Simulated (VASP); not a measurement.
# Si4Hg (Im-3m) in VASP: notebook

The runs below take Si4Hg through single point, relaxation of cell and atoms, with PBE.

All numbers are computed with VASP 6.6.1; they aren't measurements. Logs are shortened: lines on timing, memory, paths and dates and some standing lists are left out, and cuts for length are marked.

### 1 The cell of the first run

Symmetry: Im-3m, No. 229, cubic system. The conventional cell has a = 6.031 Å, b = 6.031 Å, c = 6.031 Å, α = 90.00°, β = 90.00°, γ = 90.00°. Si (site symmetry -3m) has 2 Hg at 2.61 Å and 6 Si at 3.02 Å within 3.4 Å. Within 3.4 Å of Hg (site symmetry m-3m) lie 8 Si at 2.61 Å.

### 2 Single point, PBE

INCAR

```
PREC = Accurate
ENCUT = 520
EDIFF = 1E-6
ISMEAR = 0
SIGMA = 0.1
LREAL = F
LASPH = T
NELM = 100
ALGO = Normal
ISIF = 2
LWAVE = F
LCHARG = T
GGA = PE
LELF = T
LVHAR = T
NBANDS = 22
```

KPOINTS

```
Automatic mesh
0
Gamma
  4 4 4
```

POSCAR

```
Si4Hg
1.0
   -3.0157309910      3.0157309910      3.0157309910
    3.0157309910     -3.0157309910      3.0157309910
    3.0157309910      3.0157309910     -3.0157309910
Si Hg
4 1
Direct
    0.5000000000      0.5000000000      0.5000000000
    0.5000000000      0.0000000000      0.0000000000
    0.0000000000      0.0000000000      0.5000000000
    0.0000000000      0.5000000000      0.0000000000
    0.0000000000      0.0000000000      0.0000000000
```

Potentials or basis: VASP PAW PBE potentials, release 64 (Si, Hg).

Launch:

```console
cat potpaw_PBE.64/Si/POTCAR potpaw_PBE.64/Hg/POTCAR > POTCAR
mpirun -np 1 vasp_std > vasp.out
```

OUTCAR:

```text
PREC = Accurate
   ENCUT = 520
   EDIFF = 1E-6
   ISMEAR = 0
   LREAL = F
   LASPH = T
   NELM = 100
   ISIF = 2
   GGA = PE

 ion  position               nearest neighbor table
   1  0.500  0.500  0.500-   5 2.61   5 2.61   4 3.02   2 3.02   2 3.02   4 3.02   3 3.02   3 3.02

   2  0.500  0.000  0.000-   5 2.61   5 2.61   4 3.02   1 3.02   1 3.02   3 3.02   3 3.02   4 3.02

   3  0.000  0.000  0.500-   5 2.61   5 2.61   4 3.02   1 3.02   2 3.02   4 3.02   2 3.02   1 3.02

   4  0.000  0.500  0.000-   5 2.61   5 2.61   3 3.02   1 3.02   2 3.02   3 3.02   1 3.02   2 3.02

   5  0.000  0.000  0.000-   1 2.61   2 2.61   3 2.61   4 2.61   3 2.61   4 2.61   2 2.61   1 2.61

  LATTYP: Found a body centered cubic cell.
 ALAT       =     6.0314619820

  Lattice vectors:

 A1 = (  -3.0157309910,   3.0157309910,   3.0157309910)
 A2 = (   3.0157309910,  -3.0157309910,   3.0157309910)
 A3 = (   3.0157309910,   3.0157309910,  -3.0157309910)

Analysis of symmetry for initial positions (statically):
=====================================================================
 Subroutine PRICEL returns:
 Original cell was already a primitive cell.

 Routine SETGRP: Setting up the symmetry group for a
 body centered cubic supercell.

 Subroutine GETGRP returns: Found 48 space group operations
 (whereof 48 operations were pure point group operations)
 out of a pool of 48 trial point group operations.

The static configuration has the point symmetry O_h .

Analysis of symmetry for dynamics (positions and initial velocities):
=====================================================================
 Subroutine PRICEL returns:
 Original cell was already a primitive cell.

 Routine SETGRP: Setting up the symmetry group for a
 body centered cubic supercell.

 Subroutine GETGRP returns: Found 48 space group operations
 (whereof 48 operations were pure point group operations)
 out of a pool of 48 trial point group operations.

The dynamic configuration has the point symmetry O_h .

 Subroutine INISYM returns: Found 48 space group operations
 (whereof 48 operations are pure point group operations),
 and found     1 'primitive' translations

----------------------------------------------------------------------------------------

                                     Primitive cell

[... 78 lines left out ...]
   NELM   =    100;   NELMIN=  2; NELMDL= -5     # of ELM steps
   EDIFF  = 0.1E-05   stopping-criterion for ELM
   LREAL  =      F    real-space projection
   EDIFFG = 0.1E-04   stopping-criterion for IOM
   NSW    =      0    number of steps for IOM
   IBRION =     -1    ionic relax: 0-MD 1-quasi-New 2-CG
   NFREE  =      0    steps in history (QN), initial steepest desc. (CG)
   ISIF   =      2    stress and relaxation
   ISYM   =      2    0-nonsym 1-usesym 2-fastsym
   POTIM  = 0.5000    time-step for ionic-motion
   TEBEG  =    0.0;   TEEND  =   0.0 temperature during run
   PSTRESS=    0.0 pullay stress
   NELECT =      28.0000    total number of electrons
   NUPDOWN=      -1.0000    fix difference up-down
   EMIN   =  10.00;   EMAX   =-10.00  energy-range for DOS
   EFERMI =   0.00;   METHOD = LEGACY
   ISMEAR =     0;   SIGMA  =   0.10  broadening in eV -4-tet -1-fermi 0-gaus
   EFERMI_NEDOS =   21; number of points for ismear=-14 and -15
   IALGO  =     38    algorithm
   IMIX   =      4    mixing-type and parameters
     AMIX     =   0.40;   BMIX     =  1.00
     AMIX_MAG =   1.60;   BMIX_MAG =  1.00
  volume/ion in A,a.u.               =      21.94       148.07
  Fermi-wavevector in a.u.,A,eV,Ry     =   1.038440  1.962368 14.671958  1.078358
  Thomas-Fermi vector in A             =   2.172925
   LORBIT       =      0    0 simple, 1 ext, 2 COOP (PROOUT), +10 PAW based schemes
   GGA     = PE    functional components
   LHFCALC =     F    Hartree Fock is set to
   AEXX    =    0.0000 exact exchange contribution
   IVDW    =     0    specifies the selected vdW correction
   LEPSILON=     F    determine dielectric tensor
   LRPA    =     F    only Hartree local field effects (RPA)
 non-spin polarized calculation
 Gauss-broadening in eV      SIGMA  =   0.10
  energy-cutoff  :      520.00
  volume of cell :      109.71
 maximum number of plane-waves:      2988
 NGX is ok and might be reduce to    40
   NGX = 19   NGY = 19   NGZ = 19

 number of electron      27.9999998 magnetization

 Free energy of the ion-electron system (eV)
  ---------------------------------------------------
  ext. energy  EPLUGINS =         0.00000000
  ---------------------------------------------------
  free energy    TOTEN  =       -16.33099161 eV

  energy without entropy =      -16.32140391  energy(sigma->0) =      -16.32619776

 E-fermi :   5.0923     XC(G=0):  -9.7052

 val. band max:        5.0696102430   @ k =   0.5000   0.0000   0.0000
 cond. band min:       5.3585651096   @ k =   0.2500   0.2500   0.2500
 fundamental gap:      0.2889548665
 Fermi energy:         5.0923215287

 k-point     1 :       0.0000    0.0000    0.0000
  band No.  band energies     occupation
      1      -6.6117      2.00000
      2      -4.4273      2.00000
      3      -4.4273      2.00000
      4      -4.4273      2.00000
      5      -3.3786      2.00000
      6      -3.3786      2.00000
[... 189 lines left out ...]
     21      10.7924      0.00000
     22      11.1187      0.00000

------------------------ aborting loop because EDIFF is reached ----------------------------------------

  FORCE on cell =-STRESS in cart. coord.  units (eV):
  Direction    XX          YY          ZZ          XY          YZ          ZX
  --------------------------------------------------------------------------------------
  -------------------------------------------------------------------------------------
  Total        0.3106870      0.3106870      0.3106870      0.0000000      0.0000000      0.0000000
  in kB        4.5372832      4.5372832      4.5372832      0.0000000      0.0000000      0.0000000
  external PRESSURE =       4.5372832 kB  Pullay stress =       0.0000000 kB

 VOLUME and BASIS-vectors are now :
 -----------------------------------------------------------------------------
  energy-cutoff  :      520.00
  volume of cell :      109.71
      direct lattice vectors                 reciprocal lattice vectors
    -3.015730991  3.015730991  3.015730991     0.000000000  0.165797281  0.165797281
     3.015730991 -3.015730991  3.015730991     0.165797281  0.000000000  0.165797281
     3.015730991  3.015730991 -3.015730991     0.165797281  0.165797281  0.000000000

 POSITION                                       TOTAL-FORCE (eV/Angst)
 -----------------------------------------------------------------------------------
      1.50787      1.50787      1.50787        -0.000000     -0.000000     -0.000000
     -1.50787      1.50787      1.50787         0.000000     -0.000000      0.000000
      1.50787      1.50787     -1.50787         0.000000     -0.000000     -0.000000
      1.50787     -1.50787      1.50787         0.000000      0.000000     -0.000000
      0.00000      0.00000      0.00000        -0.000000     -0.000000     -0.000000
 -----------------------------------------------------------------------------------
    total drift:                                0.000000     -0.000000      0.000000

  FREE ENERGIE OF THE ION-ELECTRON SYSTEM (eV)
  ---------------------------------------------------
  free  energy   TOTEN  =       -16.3309916077 eV

  energy  without entropy=      -16.3214039072  energy(sigma->0) =      -16.32619776
```

OSZICAR:

```text
N       E                     dE             d eps       ncg     rms          rms(c)
DAV:   1     0.115302626862E+03    0.11530E+03   -0.11859E+04   352   0.110E+03
DAV:   2    -0.115220889870E+02   -0.12682E+03   -0.11890E+03   388   0.218E+02
DAV:   3    -0.169941604396E+02   -0.54721E+01   -0.54067E+01   436   0.428E+01
DAV:   4    -0.170524428718E+02   -0.58282E-01   -0.58232E-01   406   0.468E+00
DAV:   5    -0.170532685513E+02   -0.82568E-03   -0.82562E-03   446   0.562E-01    0.123E+01
DAV:   6    -0.163360181752E+02    0.71725E+00   -0.26137E+00   422   0.201E+01    0.113E+01
DAV:   7    -0.163446775678E+02   -0.86594E-02   -0.42576E-01   388   0.410E+00    0.624E+00
DAV:   8    -0.163332555968E+02    0.11422E-01   -0.44719E-02   400   0.226E+00    0.367E-01
DAV:   9    -0.163308335333E+02    0.24221E-02   -0.10315E-02   430   0.137E+00    0.116E-01
DAV:  10    -0.163309784384E+02   -0.14491E-03   -0.12737E-03   388   0.188E-01    0.810E-02
DAV:  11    -0.163310236944E+02   -0.45256E-04   -0.50080E-04   400   0.248E-01    0.788E-02
DAV:  12    -0.163309946189E+02    0.29076E-04   -0.80823E-05   418   0.119E-01    0.189E-02
DAV:  13    -0.163309913895E+02    0.32293E-05   -0.23772E-05   410   0.441E-02    0.211E-03
DAV:  14    -0.163309916077E+02   -0.21820E-06   -0.27354E-06   344   0.120E-02
   1 F= -.16330992E+02 E0= -.16326198E+02  d E =-.958770E-02
```

Run time: 28 s. Hardware: 1 thread of Intel Xeon Platinum 8259CL at 2.50GHz (Skylake/Cascade Lake), shared host; peak memory 0.24 GiB.

Results:

```
Free energy            : -16.3310 eV
Pressure               : 0.5 GPa
Band gap on the k mesh : zero (band 14 reaches 5.44 eV, above the bottom of band 15 at 2.82 eV)
```

Caveat: the k points lie up to 0.37 Å⁻¹ apart; spin-orbit coupling is left out, which moves the levels of the heavy elements.

### 3 Relaxation of cell and atoms, PBE

This run uses another cell than the first one, of 16.85 Å³/atom, 0.768 times its volume.

INCAR

```
SYSTEM = Si4Hg
PREC = Accurate
ENCUT = 600
EDIFF = 1E-6
ISMEAR = 0
SIGMA = 0.1
LREAL = .FALSE.
LASPH = .TRUE.
NELM = 100
ALGO = Normal
ISIF = 3
LWAVE = .FALSE.
LCHARG = .FALSE.
GGA = PE
IBRION = 2
NSW = 90
EDIFFG = -0.04
```

KPOINTS

```
Automatic mesh
0
G
  4 4 4
  0 0 0
```

Changes to POSCAR since step 2:

```diff
@@ -2,5 +2,5 @@
 1.0
-   -3.0157309910      3.0157309910      3.0157309910
-    3.0157309910     -3.0157309910      3.0157309910
-    3.0157309910      3.0157309910     -3.0157309910
+   -2.7614661000      2.7614661000      2.7614661000
+    2.7614661000     -2.7614661000      2.7614661000
+    2.7614661000      2.7614661000     -2.7614661000
 Si Hg
```

Potentials or basis: VASP PAW PBE potentials, release 64 (Si, Hg).

Launch:

```console
cat potpaw_PBE.64/Si/POTCAR potpaw_PBE.64/Hg/POTCAR > POTCAR
mpirun -np 1 vasp_std > vasp.out
```

It took 64 s on 1 thread of Intel Xeon Platinum 8259CL at 2.50GHz (Skylake/Cascade Lake), shared host; peak memory 0.24 GiB.

The run converged. Its results:

```yaml
Free_energy: -16.3279 eV
Relaxed_volume: 22.08 Å³/atom
Relaxed_cell: a = 5.235 Å, b = 5.235 Å, c = 5.235 Å, α = 109.47°, β = 109.47°, γ = 109.47°
Space_group_after_relaxing_to_0.05_Å: Im-3m (No. 229)
Energy_gained_by_relaxing: 390.5 meV/atom
Ionic_steps: 3
Pressure_after_relaxing: 0.1 GPa
Band_gap_on_the_k_mesh: zero (band 14 reaches 5.37 eV, above the bottom of band 15 at 2.78 eV)
```

The path:
| step | energy change (eV) | largest force (eV/Å) | pressure (GPa) | volume (Å³) |
| --- | --- | --- | --- | --- |
| 1 | 0.0000 | 0.0000 | 30.02 | 84.23 |
| 2 | -1.5209 | 0.0000 | -6.45 | 128.87 |
| 3 | -1.9527 | 0.0000 | 0.07 | 110.41 |

Final structure:
```
Si Hg
1.0
    -3.02216    3.02216    3.02216
     3.02216   -3.02216    3.02216
     3.02216    3.02216   -3.02216
Si Hg
4 1
Direct
  0.50000 0.50000 0.50000
  0.50000 0.00000 0.00000
  0.00000 0.00000 0.50000
  0.00000 0.50000 0.00000
  0.00000 0.00000 0.00000
```

Levels at points of the mesh, in eV from the Fermi level:
```tsv
k point	band 11	band 12	band 13	band 14	band 15	band 16	band 17	band 18
(0.00, 0.00, 0.00)	-3.92	-3.92	-2.25	-2.25	-2.25	-2.05	2.85	2.85
(0.50, 0.00, 0.00)	-3.69	-1.28	-0.47	-0.04	-0.02	1.14	1.27	2.17
(0.50, 0.50, 0.50)	-3.71	-2.70	0.26	0.26	0.26	3.49	3.49	3.49
```

Caveat: the k points lie up to 0.37 Å⁻¹ apart in the final cell; the volume moved by over 15 % at a fixed basis, so the end points are rough; spin-orbit coupling is left out, which moves the levels of the heavy elements.
